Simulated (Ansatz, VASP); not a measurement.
**Si3WC2: VASP beside Ansatz**

```
Si W C
1.0
     6.30115    0.00000    0.00000
    -3.15058    5.45696    0.00000
     0.00000    0.00000    2.47549
Si W C
3 1 2
Direct
  0.50000 0.00000 0.00000
  0.00000 0.50000 0.00000
  0.50000 0.50000 0.00000
  0.00000 0.00000 0.00000
  0.33333 0.66667 0.00000
  0.66667 0.33333 0.00000
```

Alike in both runs: functional PBE; k mesh 6 × 6 × 14; occupations gaussian, width 0.1 eV; no spin polarisation.

Ansatz relaxed the structure, and its values are those at the end. VASP's run is a single point on that final structure, the one shown.

|  | VASP | Ansatz |
| --- | --- | --- |
| version | VASP 6.6.1 | Ansatz 0.2.0 |
| potentials or method | VASP PAW PBE potentials, release 64 (Si, W_sv, C), cutoff 520 eV | scalar-relativistic, plane waves, PAW |
| valence electrons in the cell | 34 | 34 |

|  | VASP | Ansatz | Ansatz less VASP |
| --- | --- | --- | --- |
| gap on the k mesh at the Fermi level (eV) | none | none | - |
| pressure (GPa) | 0.0 | 0.0 | -0.03 |

A gap of «none» marks a metal or a gap that the smearing closes.

Neither program's run includes spin-orbit coupling.
